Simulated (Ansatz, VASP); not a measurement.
## Two plane-wave programs on ZnCd4S

INCAR

```
  PREC = Accurate
  ENCUT = 520
  EDIFF = 1E-6
  ISMEAR = 0
  SIGMA = 0.1
  LREAL = F
  LASPH = T
  NELM = 100
  ALGO = Normal
  ISIF = 2
  LWAVE = F
  LCHARG = F
  GGA = PE
  NBANDS = 42
```

KPOINTS

```
regular mesh
0
Gamma
  4 4 4
```

The input POSCAR:

```
ZnCd4S
1.0
    4.3634701400      0.0000000000      0.0000000000
    0.0000000000      4.3634701400      0.0000000000
    0.0000000000      0.0000000000      6.1783563000
Zn Cd S
1 4 1
Direct
    0.0000000000      0.0000000000      0.0000000000
    0.5000000000      0.0000000000      0.7458124800
    0.0000000000      0.5000000000      0.2541875200
    0.5000000000      0.0000000000      0.2541875200
    0.0000000000      0.5000000000      0.7458124800
    0.5000000000      0.5000000000      0.5000000000
```

Input for Ansatz:

```yaml
crystal:
  lattice:
    - [4.36347014, 0.0, 0.0]
    - [0.0, 4.36347014, 0.0]
    - [0.0, 0.0, 6.1783563]
  atoms:
    - { symbol: Zn, position: [0.0, 0.0, 0.0] }
    - { symbol: Cd, position: [0.5, 0.0, 0.74581248] }
    - { symbol: Cd, position: [0.0, 0.5, 0.25418752] }
    - { symbol: Cd, position: [0.5, 0.0, 0.25418752] }
    - { symbol: Cd, position: [0.0, 0.5, 0.74581248] }
    - { symbol: S, position: [0.5, 0.5, 0.5] }
basis:
  ecutwfc: 420
kpoints:
  mp_grid: { grid: [4, 4, 4] }
hamiltonian:
  xc: pbe
scf:
  occupations: { method: gaussian, width: 0.1 }
  lower_state_search: "off"
output:
  forces: true
  stress: true
  eigenvalues: true
```

Change from the starting cell: species swapped into the GdYH4 type (P4/mmm, No. 123).

Alike in both runs: task single point; functional PBE; k mesh 4 × 4 × 4; occupations gaussian, width 0.1 eV; no spin polarisation.

|  | VASP | Ansatz |
| --- | --- | --- |
| version | VASP 6.6.1 | Ansatz 0.2.0 |
| potentials or method | VASP PAW PBE potentials, release 64 (Zn, Cd, S), cutoff 520 eV | scalar-relativistic, plane waves, PAW |
| valence electrons in the cell | 66 | 98 |

|  | VASP | Ansatz | Ansatz less VASP |
| --- | --- | --- | --- |
| gap on the k mesh at the Fermi level (eV) | none | none | - |
| pressure (GPa) | 13.3 | 12.7 | -0.56 |
| traceless stress, the component that is largest in VASP (GPa) | 0.23 | 0.24 | +0.011 |
| rms of the force components (eV/Å) | 0.381 | 0.373 | -0.0082 |

Atom by atom the forces differ by 0.008 eV/Å (rms over components). A gap of «none» marks a metal or a gap that the smearing closes. With one functional, cell and mesh, what is left measures potentials, basis and numerics. VASP's potentials hold 66 valence electrons a cell and Ansatz's 98, so a difference there can come from the potentials and not from the codes.
